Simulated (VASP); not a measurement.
# Si (a cell with a defect): single point with PBE

The system is Si (a cell with a defect).

```
Si
1.0
     0.00000    5.43000    5.43000
     5.43000    0.00000    5.43000
     5.43000    5.43000    0.00000
Si
17
Direct
  0.22629 0.81250 0.95106
  0.06999 0.16642 0.09631
  0.97455 0.08810 0.45589
  0.13712 0.21612 0.53412
  0.87588 0.57830 0.95911
  0.22456 0.42581 0.10504
  0.87679 0.56835 0.55795
  0.04134 0.70372 0.60621
  0.45738 0.12141 0.95762
  0.83400 0.83862 0.15011
  0.50531 0.15920 0.30552
  0.59855 0.21684 0.58693
  0.62842 0.42035 0.87740
  0.47755 0.77529 0.12956
  0.42645 0.56903 0.51774
  0.50250 0.77855 0.61238
  0.92898 0.15104 0.89960
```

```yaml
Program: VASP 6.6.1
Task: single point
Functional: PBE
Potentials_or_basis: VASP PAW PBE potentials, release 64 (Si)
Cutoff: 520 eV
k_mesh: 2 × 2 × 2
Occupations: fermi-dirac, width 0.02 eV
Spin: no spin polarisation
Dipole_correction: no
Further_INCAR_settings: LREAL = Auto; ALGO = Normal; EDIFF = 1e-07; NBANDS = 48
```

```
Pressure               : -0.2 GPa
Largest force          : 2.327 eV/Å
Band gap on the k mesh : 0.09 eV
```

Forces in eV/Å, atoms in the order of the input:
```
Si  -0.336  1.344  0.059
Si   0.171 -0.623  1.450
Si  -0.122  0.224 -1.223
Si  -0.130 -0.336  0.254
Si   1.397  0.951 -1.238
Si   0.305  0.045  0.353
Si  -1.366 -1.575  0.686
Si   0.342  0.554  2.125
Si   0.700 -0.350  0.168
Si  -0.003  0.327 -0.777
Si   0.051  1.029  0.031
Si  -1.271 -0.290 -0.369
Si   1.679 -0.790 -1.405
Si  -1.264  0.672 -0.735
Si   1.034 -1.638  1.078
Si  -0.162 -0.780  0.025
Si  -1.025  1.236 -0.482
```

Stress tensor (GPa, compression positive):
```
-0.57 -1.20 -0.66
-1.20 -1.41 -1.02
-0.66 -1.02  1.37
```

Levels at points of the mesh, in eV from the valence-band top:
```tsv
k point	band 31	band 32	band 33	band 34	band 35	band 36	band 37	band 38
(0.00, 0.00, 0.00)	-0.69	-0.55	-0.29	-0.02	0.42	0.57	0.60	0.72
(0.50, 0.00, 0.00)	-0.78	-0.63	-0.55	-0.33	0.43	0.87	1.03	1.14
(0.00, 0.50, 0.00)	-0.85	-0.45	-0.11	-0.05	0.32	0.57	0.74	1.12
(0.00, 0.00, 0.50)	-0.94	-0.71	-0.37	-0.22	0.09	0.63	0.92	1.39
(0.50, 0.50, 0.50)	-0.94	-0.82	-0.59	-0.07	0.21	0.64	0.78	1.19
(0.50, 0.50, 0.00)	-1.01	-0.67	-0.48	-0.12	0.53	0.83	0.92	1.34
(0.00, 0.50, 0.50)	-1.10	-0.85	-0.53	-0.10	0.39	0.68	1.38	1.45
(0.50, 0.00, 0.50)	-0.98	-0.66	-0.37	0.00	0.42	0.58	1.42	1.64
```

Run time: 120 s on 1 thread of Intel(R) Xeon(R) 6975P-C (Granite Rapids), on a shared host, peak memory 0.46 GiB.

Caveat: the k points lie up to 0.50 Å⁻¹ apart; the atoms stand as in a frame of molecular dynamics.
